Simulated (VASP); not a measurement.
# ZnO in VASP: single point with PBE

Aim: the single point of ZnO with PBE.

Everything below comes from runs of VASP 6.6.1. Logs are shortened: lines on timing, memory, paths and dates and some standing lists are left out, and cuts for length are marked.

### Step 1. The cell of the first run

The cell holds a slab with vacuum, 20 atoms: a = 3.279 Å, b = 5.293 Å, c = 27.307 Å, α = 90.00°, β = 90.00°, γ = 90.00°.

### Step 2. Single point, PBE

Contents of INCAR:

```
PREC     = Accurate       # precision mode
ENCUT    = 910            # plane-wave cutoff, eV
EDIFF    = 1E-6           # SCF threshold, eV
ISMEAR   = 0              # smearing method
SIGMA    = 0.05           # smearing width, eV
LREAL    = Auto         
LASPH    = True           # aspherical terms in the spheres
NELM     = 120            # most SCF steps
ALGO     = Normal         # electronic algorithm
ISIF     = 2              # what is computed and relaxed
LWAVE    = False          # write WAVECAR
LCHARG   = True           # write CHGCAR
LDIPOL   = True         
IDIPOL   = 3            
DIPOL    = 0.5 0.5 0.500
GGA      = PE             # functional
LELF     = True           # ELF
LVHAR    = True         
LVACPOTAV= True         
NBANDS   = 106            # bands
GGA_COMPAT= False        
NELMDL   = -8
```

Contents of KPOINTS:

```
Automatic mesh
0
Gamma
  8 5 1
```

Contents of POSCAR:

```
ZnO
1.0
    3.2794860218      0.0000000000      0.0000000000
    0.0000000000      5.2932739833      0.0000000000
    0.0000000000      0.0000000000     27.3071788939
Zn O
10 10
Direct
    0.0000000000      0.4659519652      0.2874064258
    0.5000000000      0.0024844099      0.3050321474
    0.5000000000      0.5007382756      0.3812354242
    0.0000000000      0.0075281364      0.4120988102
    0.0000000000      0.5051134291      0.4836128336
    0.5000000000      0.0051134422      0.5163871627
    0.5000000000      0.5075282243      0.5879011859
    0.0000000000      0.0007383938      0.6187645737
    0.0000000000      0.5024845871      0.6949678546
    0.5000000000     -0.0340478521      0.7125935750
    0.0000000000      0.1196227222      0.2753115045
    0.5000000000      0.6249216175      0.3096126207
    0.5000000000      0.1250353149      0.3779714064
    0.0000000000      0.6271362821      0.4138691703
    0.0000000000      0.1264172696      0.4822164339
    0.5000000000      0.6264172825      0.5177835627
    0.5000000000      0.1271363668      0.5861308274
    0.0000000000      0.6250354340      0.6220285921
    0.0000000000      0.1249217854      0.6903873820
    0.5000000000      0.6196229134      0.7246885069
```

Potentials or basis: VASP PAW PBE potentials, release 64 (Zn, O_h).

Command:

```sh
$ cat potpaw_PBE.64/Zn/POTCAR potpaw_PBE.64/O_h/POTCAR > POTCAR
$ mpirun -np 1 vasp_std > vasp.out
```

OUTCAR:

```text
PREC = Accurate
   ENCUT = 910
   EDIFF = 1E-6
   ISMEAR = 0
   LREAL = Auto
   LASPH = True
   NELM = 120
   ISIF = 2
   GGA = PE
   NELMDL = -8

 ion  position               nearest neighbor table
   1  0.000  0.466  0.287-  11 1.86  12 1.94  12 1.94   2 2.99   2 2.99   3 3.05   3 3.05
   2  0.500  0.002  0.305-  11 1.93  11 1.93  12 2.00  13 2.09   1 2.99   1 2.99
   3  0.500  0.501  0.381-  14 1.98  14 1.98  13 1.99  12 2.06   1 3.05   1 3.05
   4  0.000  0.008  0.412-  13 1.99  13 1.99  14 2.01  15 2.02
   5  0.000  0.505  0.484-  16 1.99  16 1.99  15 2.00  14 2.01
   6  0.500  0.005  0.516-  15 1.99  15 1.99  16 2.00  17 2.01
   7  0.500  0.508  0.588-  18 1.99  18 1.99  17 2.01  16 2.02
   8  0.000  0.001  0.619-  17 1.98  17 1.98  18 1.99  19 2.06  10 3.05  10 3.05
   9  0.000  0.502  0.695-  20 1.93  20 1.93  19 2.00  18 2.09  10 2.99  10 2.99
  10  0.500  0.966  0.713-  20 1.86  19 1.94  19 1.94   9 2.99   9 2.99   8 3.05   8 3.05
  11  0.000  0.120  0.275-   1 1.86   2 1.93   2 1.93
  12  0.500  0.625  0.310-   1 1.94   1 1.94   2 2.00   3 2.06
  13  0.500  0.125  0.378-   4 1.99   4 1.99   3 1.99   2 2.09
  14  0.000  0.627  0.414-   3 1.98   3 1.98   5 2.01   4 2.01
  15  0.000  0.126  0.482-   6 1.99   6 1.99   5 2.00   4 2.02
  16  0.500  0.626  0.518-   5 1.99   5 1.99   6 2.00   7 2.02
  17  0.500  0.127  0.586-   8 1.98   8 1.98   6 2.01   7 2.01
  18  0.000  0.625  0.622-   7 1.99   7 1.99   8 1.99   9 2.09
  19  0.000  0.125  0.690-  10 1.94  10 1.94   9 2.00   8 2.06
  20  0.500  0.620  0.725-  10 1.86   9 1.93   9 1.93

  LATTYP: Found a simple orthorhombic cell.
 ALAT       =     3.2794860218
 B/A-ratio  =     1.6140559673
 C/A-ratio  =     8.3266642127

  Lattice vectors:

 A1 = (   3.2794860218,   0.0000000000,   0.0000000000)
 A2 = (   0.0000000000,   5.2932739833,   0.0000000000)
 A3 = (   0.0000000000,   0.0000000000,  27.3071788939)

Analysis of symmetry for initial positions (statically):
=====================================================================
 Subroutine PRICEL returns:
 Original cell was already a primitive cell.

 Routine SETGRP: Setting up the symmetry group for a
 simple orthorhombic supercell.

 Subroutine GETGRP returns: Found  4 space group operations
 (whereof  2 operations were pure point group operations)
 out of a pool of  8 trial point group operations.

The static configuration has the point symmetry C_1h.
[... 142 lines left out ...]
   LREAL  =      T    real-space projection
   EDIFFG = 0.1E-04   stopping-criterion for IOM
   NSW    =      0    number of steps for IOM
[... 5 lines left out ...]
   TEBEG  =    0.0;   TEEND  =   0.0 temperature during run
   PSTRESS=    0.0 pullay stress
   NELECT =     180.0000    total number of electrons
   NUPDOWN=      -1.0000    fix difference up-down
   EMIN   =  10.00;   EMAX   =-10.00  energy-range for DOS
   EFERMI =   0.00;   METHOD = LEGACY
   ISMEAR =     0;   SIGMA  =   0.05  broadening in eV -4-tet -1-fermi 0-gaus
   EFERMI_NEDOS =   21; number of points for ismear=-14 and -15
   IALGO  =     38    algorithm
   IMIX   =      4    mixing-type and parameters
     AMIX     =   0.40;   BMIX     =  1.00
     AMIX_MAG =   1.60;   BMIX_MAG =  1.00
  volume/ion in A,a.u.               =      23.70       159.95
  Fermi-wavevector in a.u.,A,eV,Ry     =   1.185487  2.240245 19.121337  1.405379
  Thomas-Fermi vector in A             =   2.321679
   LORBIT       =      0    0 simple, 1 ext, 2 COOP (PROOUT), +10 PAW based schemes
   GGA     = PE    functional components
   LHFCALC =     F    Hartree Fock is set to
   AEXX    =    0.0000 exact exchange contribution
   IVDW    =     0    specifies the selected vdW correction
   LEPSILON=     F    determine dielectric tensor
   LRPA    =     F    only Hartree local field effects (RPA)
 non-spin polarized calculation
 Gauss-broadening in eV      SIGMA  =   0.05
  energy-cutoff  :      910.00
  volume of cell :      474.03
 maximum number of plane-waves:     29636
   NGX = 17   NGY = 27   NGZ =135

 dipolmoment           0.000000      0.000000      0.000000 electrons x Angstroem

 number of electron     179.9999985 magnetization

 dipolmoment           0.000000      0.000000     -0.000000 electrons x Angstroem

 Free energy of the ion-electron system (eV)
  ---------------------------------------------------
  ext. energy  EPLUGINS =         0.00000000
  ---------------------------------------------------
  free energy    TOTEN  =       -87.52747632 eV

  energy without entropy =      -87.52747632  energy(sigma->0) =      -87.52747632

 E-fermi :  -1.7631     XC(G=0):  -6.0014

 val. band max:       -2.0421305473   @ k =   0.0000   0.0000   0.0000
 cond. band min:      -1.2104938244   @ k =   0.0000   0.0000   0.0000
 fundamental gap:      0.8316367228
 Fermi energy:        -1.7631251325

 k-point     1 :       0.0000    0.0000    0.0000
  band No.  band energies     occupation
      1     -20.1311      2.00000
      2     -20.0918      2.00000
      3     -19.9256      2.00000
      4     -19.7176      2.00000
      5     -19.5111      2.00000
      6     -19.3816      2.00000
[... 1564 lines left out ...]
    101       4.7026      0.00000
    102       4.7026      0.00000
 [bands above 102 left out]

------------------------ aborting loop because EDIFF is reached ----------------------------------------

  FORCE on cell =-STRESS in cart. coord.  units (eV):
  Direction    XX          YY          ZZ          XY          YZ          ZX
  --------------------------------------------------------------------------------------
  -------------------------------------------------------------------------------------
  Total        4.1653298      3.6680969      0.5498940      0.0000000      0.0000000      0.0000000
  in kB       14.0783898     12.3977931      1.8585855      0.0000000      0.0000000      0.0000000
  external PRESSURE =       9.4449228 kB  Pullay stress =       0.0000000 kB

 VOLUME and BASIS-vectors are now :
 -----------------------------------------------------------------------------
  energy-cutoff  :      910.00
  volume of cell :      474.03
      direct lattice vectors                 reciprocal lattice vectors
     3.279486022  0.000000000  0.000000000     0.304925831  0.000000000  0.000000000
     0.000000000  5.293273983  0.000000000     0.000000000  0.188918995  0.000000000
     0.000000000  0.000000000 27.307178894     0.000000000  0.000000000  0.036620407

 POSITION                                       TOTAL-FORCE (eV/Angst)
 -----------------------------------------------------------------------------------
      0.00000      2.46641      7.84826         0.000000      0.026427     -0.016512
      1.63974      0.01315      8.32957         0.000000     -0.007119      0.022704
      1.63974      2.65054     10.41046         0.000000     -0.003005     -0.021426
      0.00000      0.03985     11.25326         0.000000      0.004984      0.006087
      0.00000      2.67370     13.20610         0.000000     -0.000345     -0.008317
      1.63974      0.02707     14.10108         0.000000     -0.000345      0.008317
[... 12 lines left out ...]
      0.00000      0.66125     18.85253         0.000000      0.030275     -0.024145
      1.63974      3.27983     19.78920         0.000000     -0.049501      0.100858
 -----------------------------------------------------------------------------------
    total drift:                                0.000000     -0.014014     -0.000457

  FREE ENERGIE OF THE ION-ELECTRON SYSTEM (eV)
  ---------------------------------------------------
  free  energy   TOTEN  =       -87.5274763249 eV

  energy  without entropy=      -87.5274763249  energy(sigma->0) =      -87.52747632

 vacuum level on the upper side and lower side of the slab         3.730         3.730
```

OSZICAR:

```text
N       E                     dE             d eps       ncg     rms          rms(c)
DAV:   1     0.268071947677E+04    0.26807E+04   -0.11029E+05  3188   0.289E+03
DAV:   2     0.704124431210E+03   -0.19766E+04   -0.19051E+04  3180   0.718E+02
DAV:   3     0.643040035028E+02   -0.63982E+03   -0.60907E+03  3986   0.293E+02
[... 24 lines left out ...]
DAV:  28    -0.875274577366E+02   -0.15293E-04   -0.47444E-07  2204   0.640E-03    0.174E-03
DAV:  29    -0.875274683050E+02   -0.10568E-04   -0.62040E-07  2196   0.372E-03    0.128E-03
DAV:  30    -0.875274731463E+02   -0.48412E-05   -0.26081E-07  2146   0.393E-03    0.754E-04
DAV:  31    -0.875274753490E+02   -0.22027E-05   -0.17471E-07  2176   0.204E-03    0.617E-04
DAV:  32    -0.875274763249E+02   -0.97594E-06   -0.76993E-08  2138   0.146E-03
   1 F= -.87527476E+02 E0= -.87527476E+02  d E =-.215769E-16
```

Wall time 51 min (1 thread of Intel Xeon 6975P-C (Granite Rapids), shared host); peak memory 1.5 GiB.

What came out:

| Property | Result |
| --- | --- |
| Free energy | -87.5275 eV |
| Largest force | 0.112 eV/Å |
| Band gap on the k mesh | 0.83 eV |

Forces in eV/Å, atoms in the order of the input:
```
Zn   0.000  0.026 -0.017
Zn   0.000 -0.007  0.023
Zn   0.000 -0.003 -0.021
Zn   0.000  0.005  0.006
Zn   0.000  0.000 -0.008
Zn   0.000  0.000  0.008
Zn   0.000  0.005 -0.006
Zn   0.000 -0.003  0.021
Zn   0.000 -0.007 -0.023
Zn   0.000  0.026  0.017
O    0.000 -0.050 -0.101
O    0.000  0.030  0.024
O    0.000 -0.010 -0.016
O    0.000  0.007  0.011
O    0.000  0.002 -0.016
O    0.000  0.002  0.016
O    0.000  0.007 -0.011
O    0.000 -0.010  0.016
O    0.000  0.030 -0.024
O    0.000 -0.050  0.101
```
